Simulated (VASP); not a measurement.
# ScSi2 (P6/mmm) in VASP: a series of runs

ScSi2 is run at these levels: PBE; tasks: single point, relaxation of the atoms.

Program: VASP 6.6.1. These are calculated values, not measurements. Logs are shortened: lines on timing, memory, paths and dates and some standing lists are left out, and cuts for length are marked.

**1. The cell of the first run**

The structure is hexagonal, space group P6/mmm (No. 191). The conventional cell has a = 3.660 Å, b = 3.660 Å, c = 3.870 Å, α = 90.00°, β = 90.00°, γ = 120.00°. Sc (site symmetry 6/mmm) has 12 Si at 2.87 Å and 6 Sc at 3.66 Å within 3.8 Å. Si (site symmetry -6m2) has 3 Si at 2.11 Å within 2.8 Å.

**2. Single point, PBE**

File INCAR:

```
PREC = Accurate
ENCUT = 520
EDIFF = 1E-6
ISMEAR = -1
SIGMA = 0.05
LREAL = F
LASPH = T
NELM = 100
ALGO = Normal
ISIF = 2
LWAVE = F
LCHARG = F
GGA = PE
NBANDS = 16
```

File KPOINTS:

```
Automatic mesh
0
Gamma
  9 9 7
```

File POSCAR:

```
ScSi2
1.0
    3.6599987106      0.0000000000      0.0000000000
   -1.8299993553      3.1696518612      0.0000000000
    0.0000000000      0.0000000000      3.8700000000
Sc Si
1 2
Direct
    0.0000000000      0.0000000000      0.0000000000
    0.3333333333      0.6666666667      0.5000000000
    0.6666666667      0.3333333333      0.5000000000
```

Potentials or basis: VASP PAW PBE potentials, release 64 (Sc_sv, Si).

The run is started by

```console
> cat potpaw_PBE.64/Sc_sv/POTCAR potpaw_PBE.64/Si/POTCAR > POTCAR
> mpirun -np 1 vasp_std > vasp.out
```

OUTCAR:

```text
PREC = Accurate
   ENCUT = 520
   EDIFF = 1E-6
   ISMEAR = -1
   LREAL = F
   LASPH = T
   NELM = 100
   ISIF = 2
   GGA = PE

 ion  position               nearest neighbor table
   1  0.000  0.000  0.000-   2 2.87   3 2.87   2 2.87   3 2.87   3 2.87   3 2.87   2 2.87   2 2.87
                             3 2.87   3 2.87   2 2.87   2 2.87
   2  0.333  0.667  0.500-   3 2.11   3 2.11   3 2.11   1 2.87   1 2.87   1 2.87   1 2.87   1 2.87
                             1 2.87
   3  0.667  0.333  0.500-   2 2.11   2 2.11   2 2.11   1 2.87   1 2.87   1 2.87   1 2.87   1 2.87
                             1 2.87

  LATTYP: Found a hexagonal cell.
 ALAT       =     3.6599987106
 C/A-ratio  =     1.0573774217

  Lattice vectors:

 A1 = (   3.6599987106,   0.0000000000,   0.0000000000)
 A2 = (  -1.8299993553,   3.1696518612,   0.0000000000)
 A3 = (   0.0000000000,   0.0000000000,   3.8700000000)

Analysis of symmetry for initial positions (statically):
=====================================================================
 Subroutine PRICEL returns:
 Original cell was already a primitive cell.

 Routine SETGRP: Setting up the symmetry group for a
 hexagonal supercell.

 Subroutine GETGRP returns: Found 24 space group operations
 (whereof 24 operations were pure point group operations)
 out of a pool of 24 trial point group operations.

The static configuration has the point symmetry D_6h.

Analysis of symmetry for dynamics (positions and initial velocities):
=====================================================================
 Subroutine PRICEL returns:
 Original cell was already a primitive cell.

 Routine SETGRP: Setting up the symmetry group for a
 hexagonal supercell.

 Subroutine GETGRP returns: Found 24 space group operations
 (whereof 24 operations were pure point group operations)
 out of a pool of 24 trial point group operations.

The dynamic configuration has the point symmetry D_6h.

 Subroutine INISYM returns: Found 24 space group operations
 (whereof 24 operations are pure point group operations),
 and found     1 'primitive' translations

----------------------------------------------------------------------------------------

                                     Primitive cell

  volume of cell :      44.8956

  direct lattice vectors                    reciprocal lattice vectors
     3.659998711  0.000000000  0.000000000     0.273224140  0.157746031  0.000000000
[... 84 lines left out ...]
   LSORBIT =      F    spin-orbit coupling
   LASPH  =      T    aspherical Exc in radial PAW
   ENCUT  =  520.0 eV  38.22 Ry    6.18 a.u.   6.81  6.81  7.20*2*pi/ulx,y,z
   NELM   =    100;   NELMIN=  2; NELMDL= -5     # of ELM steps
   EDIFF  = 0.1E-05   stopping-criterion for ELM
   LREAL  =      F    real-space projection
   EDIFFG = 0.1E-04   stopping-criterion for IOM
   NSW    =      0    number of steps for IOM
   IBRION =     -1    ionic relax: 0-MD 1-quasi-New 2-CG
   NFREE  =      0    steps in history (QN), initial steepest desc. (CG)
   ISIF   =      2    stress and relaxation
   ISYM   =      2    0-nonsym 1-usesym 2-fastsym
   POTIM  = 0.5000    time-step for ionic-motion
   TEBEG  =    0.0;   TEEND  =   0.0 temperature during run
   PSTRESS=    0.0 pullay stress
   NELECT =      19.0000    total number of electrons
   NUPDOWN=      -1.0000    fix difference up-down
   EMIN   =  10.00;   EMAX   =-10.00  energy-range for DOS
   EFERMI =   0.00;   METHOD = LEGACY
   ISMEAR =    -1;   SIGMA  =   0.05  broadening in eV -4-tet -1-fermi 0-gaus
   EFERMI_NEDOS =   21; number of points for ismear=-14 and -15
   IALGO  =     38    algorithm
   IMIX   =      4    mixing-type and parameters
     AMIX     =   0.40;   BMIX     =  1.00
     AMIX_MAG =   1.60;   BMIX_MAG =  1.00
  volume/ion in A,a.u.               =      14.97       100.99
  Fermi-wavevector in a.u.,A,eV,Ry     =   1.229112  2.322685 20.554551  1.510717
  Thomas-Fermi vector in A             =   2.364012
   LORBIT       =      0    0 simple, 1 ext, 2 COOP (PROOUT), +10 PAW based schemes
   GGA     = PE    functional components
   LHFCALC =     F    Hartree Fock is set to
   AEXX    =    0.0000 exact exchange contribution
   IVDW    =     0    specifies the selected vdW correction
   LEPSILON=     F    determine dielectric tensor
   LRPA    =     F    only Hartree local field effects (RPA)
 non-spin polarized calculation
  energy-cutoff  :      520.00
  volume of cell :       44.90
 maximum number of plane-waves:      1226
 NGX is ok and might be reduce to    28
   NGX = 13   NGY = 13   NGZ = 15

 number of electron      19.0000001 magnetization

 Free energy of the ion-electron system (eV)
  ---------------------------------------------------
  ext. energy  EPLUGINS =         0.00000000
  ---------------------------------------------------
  free energy    TOTEN  =       -17.35462081 eV

  energy without entropy =      -17.34494641  energy(sigma->0) =      -17.34978361

 E-fermi :   9.2205     XC(G=0): -11.2379

 val. band max:        9.2162929819   @ k =   0.1111   0.0000   0.4286
 cond. band min:       9.3601982514   @ k =   0.1111   0.1111   0.4286
 fundamental gap:      0.1439052695
 Fermi energy:         9.2204833501

 k-point     1 :       0.0000    0.0000    0.0000
  band No.  band energies     occupation
      1     -40.3437      2.00000
      2     -19.0471      2.00000
      3     -18.9776      2.00000
      4     -18.9776      2.00000
      5      -4.6447      2.00000
      6       5.6616      2.00000
[... 433 lines left out ...]
      3     -19.0637      2.00000
      4     -19.0345      2.00000
      5      -0.6426      2.00000
      6      -0.6426      2.00000
[... 8 lines left out ...]
     15      13.4501      0.00000
     16      14.6764      0.00000

 [... further k-points ...]
[... 5 lines left out ...]
  --------------------------------------------------------------------------------------
  -------------------------------------------------------------------------------------
  Total       10.3435470     10.3435470      0.3842993      0.0000000     -0.0000000      0.0000000
  in kB      369.1276789    369.1276789     13.7143955      0.0000000     -0.0000000      0.0000000
  external PRESSURE =     250.6565845 kB  Pullay stress =       0.0000000 kB

 VOLUME and BASIS-vectors are now :
 -----------------------------------------------------------------------------
  energy-cutoff  :      520.00
  volume of cell :       44.90
      direct lattice vectors                 reciprocal lattice vectors
     3.659998711  0.000000000  0.000000000     0.273224140  0.157746031  0.000000000
    -1.829999355  3.169651861  0.000000000     0.000000000  0.315492062  0.000000000
     0.000000000  0.000000000  3.870000000     0.000000000  0.000000000  0.258397933

 POSITION                                       TOTAL-FORCE (eV/Angst)
 -----------------------------------------------------------------------------------
      0.00000      0.00000      0.00000         0.000000      0.000000      0.000000
     -0.00000      2.11310      1.93500         0.000000      0.000000      0.000000
      1.83000      1.05655      1.93500        -0.000000      0.000000      0.000000
 -----------------------------------------------------------------------------------
    total drift:                               -0.000000      0.000000      0.000000

  FREE ENERGIE OF THE ION-ELECTRON SYSTEM (eV)
  ---------------------------------------------------
  free  energy   TOTEN  =       -17.3546208052 eV

  energy  without entropy=      -17.3449464064  energy(sigma->0) =      -17.34978361
```

stdout:

```text
POSCAR found type information on POSCAR ScSi
 POSCAR found :  2 types and       3 ions
 scaLAPACK will be used
 LDA part: xc-table for (Slater+PW92), standard interpolation
 POSCAR, INCAR and KPOINTS ok, starting setup
 FFT: planning ... GRIDC
 FFT: planning ... GRID_SOFT
 FFT: planning ... GRID
 WAVECAR not read
 entering main loop
```

It took 24 s on 1 thread of Intel Xeon Platinum 8375C at 2.90GHz (Ice Lake), shared host; peak memory 0.17 GiB.

What came out:

| Property | Result |
| --- | --- |
| Free energy | -17.3546 eV |
| Pressure | 25.1 GPa |

Stress tensor (GPa, compression positive):
```
36.91  0.00  0.00
 0.00 36.91  0.00
 0.00  0.00  1.37
```

**3. Relaxation of the atoms, PBE**

File INCAR:

```
SYSTEM = ScSi2
PREC = Accurate
ENCUT = 520
EDIFF = 1E-6
ISMEAR = -1
SIGMA = 0.05
LREAL = .FALSE.
LASPH = .TRUE.
NELM = 80
ALGO = Normal
ISIF = 2
LWAVE = .FALSE.
LCHARG = .FALSE.
GGA = PE
IBRION = 2
NSW = 80
EDIFFG = -0.02
```

File KPOINTS:

```
regular mesh
0
G
  9 9 7
  0 0 0
```

POSCAR is that of step 2.

Potentials or basis: VASP PAW PBE potentials, release 64 (Sc_sv, Si).

The run is started by

```console
> cat potpaw_PBE.64/Sc_sv/POTCAR potpaw_PBE.64/Si/POTCAR > POTCAR
> mpirun -np 1 vasp_std > vasp.out
```

It took 24 s on 1 thread of Intel Xeon Platinum 8488C (Sapphire Rapids), shared host; peak memory 0.17 GiB.

It converged, with:

```yaml
Free_energy: -17.3546 eV
Pressure_after_relaxing: 25.1 GPa
```

Stress tensor (GPa, compression positive):
```
36.90  0.00  0.00
 0.00 36.90  0.00
 0.00  0.00  1.37
```

Final structure:
```cif
data_structure
_symmetry_space_group_name_H-M 'P 1'
_symmetry_Int_Tables_number 1
_cell_length_a 3.6600
_cell_length_b 3.6600
_cell_length_c 3.8700
_cell_angle_alpha 90.000
_cell_angle_beta 90.000
_cell_angle_gamma 120.000
_cell_volume 44.90
loop_
_atom_site_label
_atom_site_type_symbol
_atom_site_fract_x
_atom_site_fract_y
_atom_site_fract_z
_atom_site_occupancy
Sc1 Sc 0.00000 0.00000 0.00000 1
Si1 Si 0.33333 0.66667 0.50000 1
Si2 Si 0.66667 0.33333 0.50000 1
```

Levels at points of the mesh, in eV from the Fermi level:
```
           k point  band 5  band 6  band 7  band 8  band 9  band 10  band 11  band 12  band 13
(0.00, 0.00, 0.00)  -13.87   -3.56   -3.46   -3.46   -2.07     1.08     1.08     1.19     1.66
```

Caveat: the relaxation stopped at its first step, so nothing moved.
